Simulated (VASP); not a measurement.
# C (P-3m1) in VASP: further runs, part 2 of 2

VASP 6.6.1. The steps go on from the part before.

## Step 3: Single point, PBE (the distance across one plane changed)

Input file INCAR:

```
ALGO = Normal
EDIFF = 1E-7
ENCUT = 520
GGA = PE
ISIF = 2
ISMEAR = 0
LASPH = T
LCHARG = F
LREAL = F
LWAVE = F
NBANDS = 36
NELM = 100
PREC = Accurate
SIGMA = 0.05
```

Input file KPOINTS:

```
k-points
0
Gamma
  10 10 2
```

Input file POSCAR:

```
C
1.0
    1.7834000000     -1.7834000000      0.0000000000
    1.7834000000      0.0000000000     -1.7834000000
    7.4222751346      7.4222751346      7.4222751346
C
12
Direct
    0.6666666667      0.6666666667      0.2603318279
    0.0000000000      0.0000000000      0.1001473411
    0.3333333333      0.3333333333      0.4205163148
    0.6666666667      0.6666666667      0.7408852884
    1.0000000000      1.0000000000      0.5807008016
    0.3333333333      0.3333333333      0.9010697752
    0.6666666667      0.6666666667      0.3804701931
    1.0000000000      1.0000000000      0.2202857062
    0.3333333333      0.3333333333      0.5406546799
    0.6666666667      0.6666666667      0.8610236535
    0.0000000000      0.0000000000      0.7008391667
    0.3333333333      0.3333333333      0.0601012194
```

Potentials or basis: VASP PAW PBE potentials, release 64 (C).

Launch:

```sh
$ cat potpaw_PBE.64/C/POTCAR > POTCAR
$ mpirun -np 1 vasp_std > vasp.out
```

OUTCAR:

```text
EDIFF = 1E-7
   ENCUT = 520
   GGA = PE
   ISIF = 2
   ISMEAR = 0
   LASPH = T
   LREAL = F
   NELM = 100
   PREC = Accurate

 ion  position               nearest neighbor table
   1  0.667  0.667  0.260-   8 1.54   8 1.54   8 1.54   7 1.54
   2  0.000  0.000  0.100-  12 1.54   8 1.54  12 1.54  12 1.54
   3  0.333  0.333  0.421-   7 1.54   7 1.54   9 1.54   7 1.54
   4  0.667  0.667  0.741-  11 1.54  10 1.54  11 1.54  11 1.54
   5  0.000  0.000  0.581-   9 1.54  11 1.54   9 1.54   9 1.54
   6  0.333  0.333  0.901-  10 1.54  10 1.54  10 1.54  12 2.04
[... 1168 lines left out ...]
 VOLUME and BASIS-vectors are now :
 -----------------------------------------------------------------------------
  energy-cutoff  :      520.00
  volume of cell :       70.82
      direct lattice vectors                 reciprocal lattice vectors
     1.783400000 -1.783400000  0.000000000     0.186908901 -0.373817801  0.186908901
     1.783400000  0.000000000 -1.783400000     0.186908901  0.186908901 -0.373817801
     7.422275135  7.422275135  7.422275135     0.044909859  0.044909859  0.044909859

 POSITION                                       TOTAL-FORCE (eV/Angst)
 -----------------------------------------------------------------------------------
      4.31012      0.74332      0.74332        -0.031761     -0.031761     -0.031761
      0.74332      0.74332      0.74332        -1.288172     -1.288172     -1.288172
      4.31012      2.52672      2.52672        -0.003149     -0.003149     -0.003149
      7.87692      4.31012      4.31012        -0.136889     -0.136889     -0.136889
      4.31012      4.31012      4.31012        -0.009725     -0.009725     -0.009725
      7.87692      6.09352      6.09352         0.873549      0.873549      0.873549
      5.20182      1.63502      1.63502         0.009725      0.009725      0.009725
      1.63502      1.63502      1.63502         0.136889      0.136889      0.136889
      5.20182      3.41842      3.41842         0.003149      0.003149      0.003149
      8.76862      5.20182      5.20182         1.288172      1.288172      1.288172
      5.20182      5.20182      5.20182         0.031761      0.031761      0.031761
      1.63502     -0.14838     -0.14838        -0.873549     -0.873549     -0.873549
 -----------------------------------------------------------------------------------
    total drift:                               -0.000003     -0.000003     -0.000003

  FREE ENERGIE OF THE ION-ELECTRON SYSTEM (eV)
  ---------------------------------------------------
  free  energy   TOTEN  =      -107.8033903466 eV

  energy  without entropy=     -107.8033903466  energy(sigma->0) =     -107.80339035
```

OSZICAR:

```text
N       E                     dE             d eps       ncg     rms          rms(c)
DAV:   1     0.129747216889E+03    0.12975E+03   -0.25483E+04  2016   0.130E+03
DAV:   2    -0.101756932969E+03   -0.23150E+03   -0.21799E+03  2552   0.254E+02
DAV:   3    -0.111319330444E+03   -0.95624E+01   -0.94806E+01  2660   0.480E+01
DAV:   4    -0.111452317196E+03   -0.13299E+00   -0.13264E+00  2696   0.584E+00
DAV:   5    -0.111455171684E+03   -0.28545E-02   -0.28519E-02  2620   0.836E-01    0.133E+01
DAV:   6    -0.108694957391E+03    0.27602E+01   -0.19931E+00  2392   0.672E+00    0.793E+00
DAV:   7    -0.107797473846E+03    0.89748E+00   -0.22895E+00  2400   0.733E+00    0.170E+00
DAV:   8    -0.107803423866E+03   -0.59500E-02   -0.64716E-02  2560   0.132E+00    0.436E-01
DAV:   9    -0.107803295423E+03    0.12844E-03   -0.74790E-03  2564   0.473E-01    0.662E-02
DAV:  10    -0.107803335688E+03   -0.40265E-04   -0.40254E-04  2672   0.111E-01    0.354E-02
DAV:  11    -0.107803374473E+03   -0.38785E-04   -0.52215E-05  2660   0.477E-02    0.148E-02
DAV:  12    -0.107803390020E+03   -0.15547E-04   -0.21911E-05  2528   0.277E-02    0.542E-03
DAV:  13    -0.107803390261E+03   -0.24083E-06   -0.12286E-06  2632   0.824E-03    0.299E-03
DAV:  14    -0.107803390347E+03   -0.85476E-07   -0.70525E-07  2688   0.615E-03
   1 F= -.10780339E+03 E0= -.10780339E+03  d E =-.300654E-17
```

It took 2.2 min on 1 thread of Intel Xeon 8259CL, shared host; peak memory 0.2 GiB.

Results:

```yaml
Free_energy: -107.8034 eV
Pressure: -5.1 GPa
Largest_force: 2.231 eV/Å
Band_gap_on_the_k_mesh: 3.00 eV (least direct gap 3.49 eV)
```

Forces in eV/Å, atoms in the order of the input:
```
C   -0.032 -0.032 -0.032
C   -1.288 -1.288 -1.288
C   -0.003 -0.003 -0.003
C   -0.137 -0.137 -0.137
C   -0.010 -0.010 -0.010
C    0.874  0.874  0.874
C    0.010  0.010  0.010
C    0.137  0.137  0.137
C    0.003  0.003  0.003
C    1.288  1.288  1.288
C    0.032  0.032  0.032
C   -0.874 -0.874 -0.874
```

Caveat: the cell differs from its parent crystal (the distance across one plane changed); the cell stands under tension; forces of over 1 eV/Å act on the atoms, so gaps and moduli don't describe the material at rest. A k mesh can miss the band edges.

## Step 4: Single point, PBE (the distance across one plane changed)

Input file INCAR:

```
SYSTEM = C
PREC = Accurate
ENCUT = 520
EDIFF = 1E-7
ISMEAR = 0
SIGMA = 0.05
LREAL = .FALSE.
LASPH = .TRUE.
NELM = 80
ALGO = Normal
ISIF = 2
LWAVE = .FALSE.
LCHARG = .FALSE.
GGA = PE
NBANDS = 36
```

Input file KPOINTS:

```
Automatic mesh
0
G
  10 10 2
  0 0 0
```

Input file POSCAR:

```
C
1.0
    1.7834000000     -1.7834000000      0.0000000000
    1.7834000000      0.0000000000     -1.7834000000
    7.5666127019      7.5666127019      7.5666127019
C
12
Direct
    0.6666666667      0.6666666667      0.2553658459
    0.0000000000      0.0000000000      0.0982369720
    0.3333333333      0.3333333333      0.4124947198
    0.6666666667      0.6666666667      0.7267524677
    1.0000000000      1.0000000000      0.5696235938
    0.3333333333      0.3333333333      0.8838813416
    0.6666666667      0.6666666667      0.3732125014
    1.0000000000      1.0000000000      0.2160836274
    0.3333333333      0.3333333333      0.5303413753
    0.6666666667      0.6666666667      0.8445991232
    0.0000000000      0.0000000000      0.6874702492
    0.3333333333      0.3333333333      0.0589547535
```

Launch:

```sh
$ cat potpaw_PBE.64/C/POTCAR > POTCAR
$ mpirun -np 1 vasp_std > vasp.out
```

It took 2.4 min on 1 thread of Intel Xeon 8259CL, shared host; peak memory 0.2 GiB.

The run converged. Its results:

```
Free energy            : -106.9765 eV
Pressure               : -5.5 GPa
Largest force          : 2.883 eV/Å
Band gap on the k mesh : 1.99 eV (least direct gap 2.60 eV)
```

Forces on the atoms (eV/Å):
```
C   -0.055 -0.055 -0.055
C   -1.664 -1.664 -1.664
C   -0.007 -0.007 -0.007
C   -0.214 -0.214 -0.214
C   -0.018 -0.018 -0.018
C    0.350  0.350  0.350
C    0.018  0.018  0.018
C    0.214  0.214  0.214
C    0.007  0.007  0.007
C    1.664  1.664  1.664
C    0.055  0.055  0.055
C   -0.350 -0.350 -0.350
```

Stress tensor (GPa, compression positive):
```
-5.50 -6.10 -6.10
-6.10 -5.50 -6.10
-6.10 -6.10 -5.50
```

Levels at points of the mesh, in eV from the valence-band top:
```
           k point  band 21  band 22  band 23  band 24  band 25  band 26  band 27  band 28
(0.00, 0.00, 0.00)    -0.77    -0.35    -0.35     0.00     2.60     5.58     5.58     6.34
(0.50, 0.00, 0.00)    -4.16    -3.72    -3.20    -1.91     1.99     4.57     4.83     5.53
(0.00, 0.00, 0.50)    -0.65    -0.65    -0.42    -0.42     2.98     5.62     5.62     6.09
(0.50, 0.00, 0.50)    -3.82    -3.57    -3.27    -2.05     2.06     4.60     4.84     5.54
```

Caveat: the cell differs from its parent crystal (the distance across one plane changed); the cell stands under tension; forces of over 1 eV/Å act on the atoms, so gaps and moduli don't describe the material at rest. A k mesh can miss the band edges.

## Step 5: Single point, PBE (the distance across one plane changed)

Input file INCAR:

```
  ALGO = Normal
  EDIFF = 1E-6
  ENCUT = 520
  GGA = PE
  ISIF = 2
  ISMEAR = 0
  LASPH = True
  LCHARG = False
  LREAL = False
  LWAVE = False
  NBANDS = 36
  NELM = 80
  PREC = Accurate
  SIGMA = 0.05
```

Input file KPOINTS:

```
k-points
0
Gamma
  10 10 2
```

Input file POSCAR:

```
C
1.0
    1.7834000000     -1.7834000000      0.0000000000
    1.7834000000      0.0000000000     -1.7834000000
    7.7109502692      7.7109502692      7.7109502692
C
12
Direct
    0.6666666667      0.6666666667      0.2505857755
    0.0000000000      0.0000000000      0.0963981214
    0.3333333333      0.3333333333      0.4047734297
    0.6666666667      0.6666666667      0.7131487380
    1.0000000000      1.0000000000      0.5589610839
    0.3333333333      0.3333333333      0.8673363922
    0.6666666667      0.6666666667      0.3662265162
    1.0000000000      1.0000000000      0.2120388620
    0.3333333333      0.3333333333      0.5204141703
    0.6666666667      0.6666666667      0.8287894786
    0.0000000000      0.0000000000      0.6746018245
    0.3333333333      0.3333333333      0.0578512078
```

Launch:

```sh
$ cat potpaw_PBE.64/C/POTCAR > POTCAR
$ mpirun -np 1 vasp_std > vasp.out
```

It took 1.8 min on 1 thread of Intel Xeon 8259CL, shared host; peak memory 0.2 GiB.

It converged, with:

```
Free energy   : -106.2673 eV
Pressure      : -5.2 GPa
Largest force : 3.336 eV/Å
```

Forces in eV/Å, atoms in the order of the input:
```
C   -0.078 -0.078 -0.078
C   -1.926 -1.926 -1.926
C   -0.011 -0.011 -0.011
C   -0.280 -0.280 -0.280
C   -0.027 -0.027 -0.027
C   -0.170 -0.170 -0.170
C    0.027  0.027  0.027
C    0.280  0.280  0.280
C    0.011  0.011  0.011
C    1.926  1.926  1.926
C    0.078  0.078  0.078
C    0.170  0.170  0.170
```

Stress tensor (GPa, compression positive):
```
-5.17 -5.58 -5.58
-5.58 -5.17 -5.58
-5.58 -5.58 -5.17
```

Caveat: the cell differs from its parent crystal (the distance across one plane changed); the cell stands under tension; forces of over 1 eV/Å act on the atoms, so gaps and moduli don't describe the material at rest.

## Step 6: Overview

```tsv
cell	gap on the mesh (eV)	pressure (GPa)	largest force (eV/Å)
a = 2.522, b = 2.522, c = 12.056 Å, angles 90.0, 90.0, 60.0°, 12 atoms	3.90	22.3	14.40
a = 2.522, b = 2.522, c = 12.856 Å, angles 90.0, 90.0, 60.0°, 12 atoms	3.00	-5.1	2.23
a = 2.522, b = 2.522, c = 13.106 Å, angles 90.0, 90.0, 60.0°, 12 atoms	1.99	-5.5	2.88
a = 2.522, b = 2.522, c = 13.356 Å, angles 90.0, 90.0, 60.0°, 12 atoms	-	-5.2	3.34
```

Alike in all rows: task single point; level PBE; potentials or basis VASP PAW PBE potentials, release 64 (C); no spin polarisation; k mesh 10 × 10 × 2; cutoff (eV) 520; smearing gaussian 0.05 eV.

Caveats: forces of over 1 eV/Å act on the atoms, so gaps and moduli don't describe the material at rest; the cell stands under tension (at least some runs); the cell stands under pressure (at least some runs).

Absolute energies hang on the potentials; compare differences alone.
